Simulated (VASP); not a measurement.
Wanted: the native input for a VASP 6.6.1 run.

```
Task                   : electric field gradients
Functional             : PBE
Potentials or basis    : VASP PAW PBE potentials, release 64 (Al, N)
Cutoff                 : 520 eV
k mesh                 : 10 × 10 × 10
Occupations            : fermi-dirac, width 0.02 eV
Spin                   : no spin polarisation
Dipole correction      : no
Further INCAR settings : ALGO = Normal; EDIFF = 1e-08; NBANDS = 11
```

The structure of AlN lies in POSCAR:

```
AlN
1.0
    0.0000000000      1.9713845660      1.9713845660
    1.9713845660      0.0000000000      1.9713845660
    1.9713845660      1.9713845660      0.0000000000
Al N
1 1
Direct
    0.0000000000      0.0000000000      0.0000000000
    0.5000000000      0.5000000000      0.5000000000
```

This cell differs from its parent crystal: volume scaled by 0.99.

These files were run (other wordings do the same):

INCAR

```
SYSTEM = AlN
PREC = Accurate ; ENCUT = 520
EDIFF = 1E-8 ; ISMEAR = -1
SIGMA = 0.02 ; LREAL = .FALSE.
LASPH = .TRUE. ; NELM = 60
ALGO = Normal ; ISIF = 2
LWAVE = .FALSE. ; LCHARG = .FALSE.
GGA = PE ; LEFG = .TRUE.
NBANDS = 11
```

KPOINTS

```
regular mesh
0
G
  10 10 10
  0 0 0
```

Potentials or basis: VASP PAW PBE potentials, release 64 (Al, N).

Command:

```bash
$ cat potpaw_PBE.64/Al/POTCAR potpaw_PBE.64/N/POTCAR > POTCAR
$ mpirun -np 1 vasp_std > vasp.out
```

It gave:

```
Pressure               : 28.8 GPa
Band gap on the k mesh : 5.17 eV, indirect (least direct gap 6.81 eV)
```

Caveat: without QUAD_EFG the Cq values of the log hold for a quadrupole moment of 1 mb, not for the nuclei.

Run time: 12 s on 1 thread of AMD EPYC 9R45 (Zen 5), with other jobs on the host, peak memory 0.1 GiB.
